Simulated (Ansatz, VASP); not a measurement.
One calculation of Zr9N8, two programs

```
Zr N
1.0
     0.00000    4.59460   -4.59460
     4.59460    4.59460    0.00000
     4.59460    0.00000   -4.59460
Zr N
9 8
Direct
  0.25195 0.74294 0.25248
  0.25262 0.24235 0.25332
  0.75349 0.74294 0.25255
  0.74134 0.21977 0.29859
  0.25184 0.74291 0.75423
  0.29772 0.21976 0.74200
  0.71361 0.85992 0.71402
  0.74147 0.21975 0.74189
  0.85037 0.44838 0.85151
  0.46997 0.48928 0.02103
  0.48876 0.99158 0.03179
  0.02037 0.48928 0.02110
  0.99719 0.00866 0.99783
  0.49939 0.50174 0.50025
  0.48878 0.99139 0.48951
  0.02034 0.48931 0.47091
  0.03142 0.99134 0.48935
```

Alike in both runs: functional PBE; k mesh 4 × 4 × 4; occupations gaussian, width 0.1 eV; no spin polarisation.

Ansatz relaxed the structure, and its values are those at the end. VASP's run is a single point on that final structure, the one shown.

```csv
,VASP,Ansatz
version,VASP 6.6.1,Ansatz 0.2.0
potentials or method,"VASP PAW PBE potentials, release 64 (Zr_sv, N), cutoff 520 eV","scalar-relativistic, plane waves, PAW"
valence electrons in the cell,148,148
```

VASP gave:

| Property | Result |
| --- | --- |
| gap on the k mesh at the Fermi level (eV) | none |
| rms of the force components (eV/Å) | 0.020 |

Question: What did Ansatz give for the same quantities?

Answer: gap on the k mesh at the Fermi level (eV): none; rms of the force components (eV/Å): 0.006.

A gap of «none» marks a metal or a gap that the smearing closes. With one functional, cell and mesh, what is left measures potentials, basis and numerics.
